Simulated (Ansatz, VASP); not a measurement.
Re in VASP and in Ansatz

INCAR

```
PREC = Accurate
ENCUT = 520
EDIFF = 1E-8
ISMEAR = -1
SIGMA = 0.05
LREAL = False
LASPH = True
NELM = 60
ALGO = Normal
ISIF = 2
LWAVE = False
LCHARG = False
GGA = PS
LEFG = True
NBANDS = 14
```

File KPOINTS:

```
regular mesh
0
Gamma
  18 18 10
```

The input POSCAR:

```
Re
1.0
    2.6029010724      0.0000000000      0.0000000000
   -1.3014505362      2.2541784522      0.0000000000
    0.0000000000      0.0000000000      4.1620000000
Re
2
Direct
    0.3333333333      0.6666666667      0.2500000000
    0.6666666667      0.3333333333      0.7500000000
```

Input for Ansatz:

```yaml
crystal:
  lattice:
    - [2.6029010724, 0.0, 0.0]
    - [-1.3014505362, 2.2541784522, 0.0]
    - [0.0, 0.0, 4.162]
  atoms:
    - { symbol: Re, position: [0.3333333333, 0.6666666667, 0.25] }
    - { symbol: Re, position: [0.6666666667, 0.3333333333, 0.75] }
kpoints:
  mp_grid: { grid: [18, 18, 10] }
  band_path:
    path:
      - [0.0, 0.0, 0.0]
      - [0.5, 0.0, 0.0]
      - [0.3333333333, 0.3333333333, 0.0]
      - [0.0, 0.0, 0.0]
      - [0.0, 0.0, 0.5]
      - [0.5, 0.0, 0.5]
      - [0.3333333333, 0.3333333333, 0.5]
      - [0.0, 0.0, 0.5]
      - [0.5, 0.0, 0.5]
    npoints: 8
scf:
  occupations: { method: fermi_dirac, width: 0.05 }
hamiltonian:
  xc: pbesol
  pseudopotentials: { kind: all_electron, datasets: crystal }
output:
  forces: true
  stress: true
  eigenvalues: true
  efg: { contact_densities: true }
```

Alike in both runs: task electric field gradients; functional PBEsol; k mesh 18 × 18 × 10; occupations fermi-dirac, width 0.05 eV; no spin polarisation.

```csv
,VASP,Ansatz
version,VASP 6.6.1,Ansatz 0.2.0
potentials or method,"VASP PAW PBE potentials, release 64 (Re), cutoff 520 eV","all-electron PAW with datasets made for the crystal, scalar-relativistic"
```

|  | VASP | Ansatz | Ansatz less VASP |
| --- | --- | --- | --- |
| size of Vzz on the site where it differs most (V/Å²) | 109.0 | 86.9 | -22.13 |

VASP's potentials were made for PBE, not for PBEsol. Ansatz ran all-electron here, and VASP with PAW potentials.

Neither program's run includes spin-orbit coupling.
